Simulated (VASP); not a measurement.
Ga3O: single point with PBE

The system is Ga3O.

```
CELL_PARAMETERS angstrom
4.01801 0.00000 0.00000
0.00000 4.01801 0.00000
0.00000 0.00000 4.01801
ATOMIC_POSITIONS crystal
Ga 0.00000 0.50000 0.50000
Ga 0.50000 0.00000 0.50000
Ga 0.50000 0.50000 0.00000
O 0.00000 0.00000 0.00000
```

| Quantity | Value |
| --- | --- |
| Program | VASP 6.6.1 |
| Task | single point |
| Functional | PBE |
| Potentials or basis | VASP PAW PBE potentials, release 64 (Ga_d, O) |
| Cutoff | 520 eV |
| k mesh | 4 × 4 × 4 |
| Occupations | gaussian, width 0.1 eV |
| Spin | no spin polarisation |

```
Pressure               : 0.4 GPa
Band gap on the k mesh : zero (an odd number of electrons rules out a gap without spin polarisation)
```

Levels at points of the mesh, in eV from the Fermi level:
```tsv
k point	band 19	band 20	band 21	band 22	band 23	band 24	band 25	band 26
(0.00, 0.00, 0.00)	-3.57	-3.57	-1.55	-1.55	0.54	0.54	0.54	5.73
(0.50, 0.00, 0.00)	-2.69	-2.69	-1.71	-0.57	0.03	0.03	2.55	4.08
(0.50, 0.50, 0.00)	-6.83	-2.30	-1.60	-1.01	-1.01	2.28	2.53	3.01
(0.50, 0.50, 0.50)	-4.77	-4.75	-4.57	-4.57	-4.57	1.75	1.75	1.75
```

Run time: 29 s on 1 thread of Intel Xeon 8259CL, on a shared host, peak memory 0.17 GiB.

Caveat: the k points lie up to 0.39 Å⁻¹ apart, too coarse for converged energies and pressures of a metal.
